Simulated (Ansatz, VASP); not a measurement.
## One calculation of Si2Ni, two programs

```
CELL_PARAMETERS angstrom
0.00000 2.63978 2.63978
2.63978 0.00000 2.63978
2.63978 2.63978 0.00000
ATOMIC_POSITIONS crystal
Ni 0.00000 0.00000 0.00000
Si 0.25000 0.25000 0.25000
Si 0.75000 0.75000 0.75000
```

Change from the starting cell: volume scaled by 0.94, LAPW.

Alike in both runs: task single point; functional PBEsol; k mesh 11 × 11 × 11; occupations fermi-dirac, width 0.05 eV; no spin polarisation.

```csv
,VASP,Ansatz
version,VASP 6.6.1,Ansatz 0.2.0
potentials or method,"VASP PAW PBE potentials, release 64 (Ni, Si), cutoff 520 eV","all-electron LAPW, scalar-relativistic"
```

VASP gave:

| Property | Result |
| --- | --- |
| pressure (GPa) | 11.5 |

What did Ansatz give for the same quantities?

Pressure (GPa): 11.4.

VASP's potentials were made for PBE, not for PBEsol. Ansatz ran all-electron here, and VASP with PAW potentials.
